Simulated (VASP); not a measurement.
Here is a VASP 6.6.1 calculation.

Contents of INCAR:

```
  PREC = Accurate
  ENCUT = 600
  EDIFF = 1E-7
  ISMEAR = 0
  SIGMA = 0.1
  LREAL = F
  LASPH = T
  NELM = 120
  ALGO = Normal
  ISIF = 4
  LWAVE = F
  LCHARG = F
  GGA = PE
  IBRION = 2
  NSW = 50
  EDIFFG = -0.01
  GGA_COMPAT = F
  NELMIN = 4
```

KPOINTS

```
Automatic mesh
0
Gamma
  8 8 12
```

POSCAR

```
IrO2
1.0
    4.4830710391      0.0000000000      0.0000000000
    0.0000000000      4.4830710391      0.0000000000
    0.0000000000      0.0000000000      3.1477143287
Ir O
2 4
Direct
    0.0000000000      0.0000000000      0.0000000000
    0.5000000000      0.5000000000      0.5000000000
    0.3084157491      0.3084157491      0.0000000000
    0.1915842509      0.8084157491      0.5000000000
    0.6915842509      0.6915842509      0.0000000000
    0.8084157491      0.1915842509      0.5000000000
```

Potentials or basis: VASP PAW PBE potentials, release 64 (Ir, O).

Command:

```sh
$ cat potpaw_PBE.64/Ir/POTCAR potpaw_PBE.64/O/POTCAR > POTCAR
$ mpirun -np 1 vasp_std > vasp.out
```

**Question.** What does it give for the band gap on the k mesh?

**Answer.** Zero (bands 21 and 22 overlap by 1.37 eV).

Step by step:
| step | energy change (eV) | largest force (eV/Å) | pressure (GPa) | volume (Å³) |
| --- | --- | --- | --- | --- |
| 1 | 0.0000 | 0.0571 | 11.55 | 63.26 |
| 2 | -0.0006 | 0.2594 | 10.71 | 63.26 |
| 3 | -0.0035 | 0.1086 | 11.09 | 63.26 |
| 4 | -0.0047 | 0.0103 | 10.93 | 63.26 |
| 5 | -0.0047 | 0.0006 | 10.92 | 63.26 |

Caveat: spin-orbit coupling is left out, which moves the levels of the heavy elements.
